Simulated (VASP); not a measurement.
LuMnIn:

```xyz
3
Lattice="4.7366 0.0000 0.0000 -2.3683 4.1020 0.0000 0.0000 0.0000 3.4007" Properties=species:S:1:pos:R:3 pbc="T T T"
Lu    0.0000    0.0000    0.0000
In    2.3683    1.3673    1.7004
Mn    0.0000    2.7347    1.7004
```

Base run:

```yaml
Program: VASP 6.6.1
Functional: PBE
Potentials_or_basis: VASP PAW PBE potentials, release 64 (Lu, In_d, Mn_pv)
Cutoff: 520 eV
k_mesh: 7 × 7 × 8
Occupations: fermi-dirac, width 0.05 eV
Spin: no spin polarisation
```

Its results: pressure -6.5 GPa.

Task: The run is repeated on the same cell with these changes: spin from no spin polarisation to collinear spin, ferromagnetic start; further incar settings from ALGO = Fast; EDIFF = 1e-06; NBANDS = 32 to ALGO = Normal; EDIFF = 1e-07; NBANDS = 36. What comes out?

Result: Pressure 0.0 GPa; net moment 3.51 μB per cell; site moments Lu -0.15; In -0.04; Mn +3.62 μB.
